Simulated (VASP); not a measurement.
The system is MoS2.

```xyz
3
Lattice="3.2058 0.0000 0.0000 -1.6029 2.7763 0.0000 0.0000 0.0000 6.2701" Properties=species:S:1:pos:R:3 pbc="T T T"
Mo    0.0000    0.0000    3.1351
S     1.6029    0.9254    4.6692
S     0.0000    1.8509    1.6009
```

Base run:

* Program: VASP 6.6.1
* Functional: PBEsol
* Potentials or basis: VASP PAW PBE potentials, release 64 (Mo_sv, S)
* Cutoff: 520 eV
* k mesh: 9 × 9 × 4
* Occupations: fermi-dirac, width 0.05 eV
* Spin: no spin polarisation

Its results: band gap on the k mesh zero (band 13 reaches 7.72 eV, above the bottom of band 14 at 6.73 eV); pressure -0.8 GPa; largest force 0.355 eV/Å.

Question: The run is repeated on the same cell with these changes: functional from PBEsol to BLYP; dispersion from none to D4. What comes out?

Answer: Band gap on the k mesh zero (band 13 reaches 8.22 eV, above the bottom of band 14 at 7.16 eV); pressure 4.2 GPa; largest force 0.966 eV/Å.

Several settings changed at once, so the effect can't be laid on one alone.

Caveats: the PAW data sets were made with another functional, which shifts forces and pressure a little; this functional lacks dispersion, which binds the layers, so the pressure and a relaxed spacing across them are unreliable (some runs).
